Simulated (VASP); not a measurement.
## WS2: relaxation of cell and atoms with LDA

System: WS2, a slab with vacuum.

```xyz
3
Lattice="3.1835 0.0000 0.0000 -1.5918 2.7570 0.0000 0.0000 0.0000 16.9506" Properties=species:S:1:pos:R:3 pbc="T T T"
W     0.0000    1.8380    0.0000
S     1.5918    0.9190   15.3911
S     1.5918    0.9190    1.5595
```

```yaml
Program: VASP 6.6.1
Task: relaxation of cell and atoms
Functional: LDA
Potentials_or_basis: VASP PAW LDA potentials, release 64 (W_sv, S)
Cutoff: 600 eV
k_mesh: 12 × 12 × 2
Occupations: gaussian, width 0.02 eV
Spin: no spin polarisation
Dipole_correction: no
Further_INCAR_settings: ALGO = Normal; EDIFF = 1e-07; IBRION = 2; EDIFFG = -0.005; NSW = 100; ISIF = 3
```

The relaxed cell is a = 3.128 Å, b = 3.128 Å, c = 16.961 Å, α = 90.00°, β = 90.00°, γ = 120.00°. The space group after relaxing (to 0.1 Å) is P-6m2 (No. 187). The energy gained by relaxing is 12.3 meV/atom. The ionic steps are 6 and the band gap on the k mesh is 1.99 eV.

Forces in eV/Å, atoms in the order of the input:
```
W    0.000  0.000  0.000
S    0.000  0.000 -0.003
S    0.000  0.000  0.003
```

The path:
| step | energy change (eV) | largest force (eV/Å) | pressure (GPa) | volume (Å³) |
| --- | --- | --- | --- | --- |
| 1 | 0.0000 | 0.3586 | -1.93 | 148.77 |
| 2 | 0.0975 | 1.5677 | 4.77 | 136.25 |
| 3 | -0.0311 | 0.2197 | 0.00 | 144.49 |
| 4 | -0.0311 | 0.2321 | 0.04 | 144.40 |
| 5 | -0.0365 | 0.0482 | 0.00 | 143.60 |
| 6 | -0.0368 | 0.0027 | 0.00 | 143.75 |

Final structure:
```xyz
3
Lattice="3.1284 0.0000 0.0000 -1.5642 2.7093 0.0000 0.0000 0.0000 16.9608" Properties=species:S:1:pos:R:3 pbc="T T T"
W     0.0000    1.8062    0.0000
S     1.5642    0.9031   15.3993
S     1.5642    0.9031    1.5616
```

Levels at points of the mesh, in eV from the valence-band top:
```tsv
k point	band 10	band 11	band 12	band 13	band 14	band 15	band 16	band 17
(0.00, 0.00, 0.00)	-2.20	-1.56	-1.56	-0.16	3.05	3.05	3.24	3.24
(0.50, 0.00, 0.00)	-3.45	-2.16	-1.12	-0.92	3.06	3.47	4.11	4.94
(0.00, 0.00, 0.50)	-2.20	-1.56	-1.56	-0.16	3.05	3.05	3.24	3.24
(0.50, 0.00, 0.50)	-3.45	-2.16	-1.12	-0.92	3.06	3.47	4.11	4.94
```

Run time: 5.7 min on 1 thread of Intel(R) Xeon(R) 6975P-C (Granite Rapids), on a shared host, peak memory 0.34 GiB.

Caveat: spin-orbit coupling is left out, which moves the levels of the heavy elements.
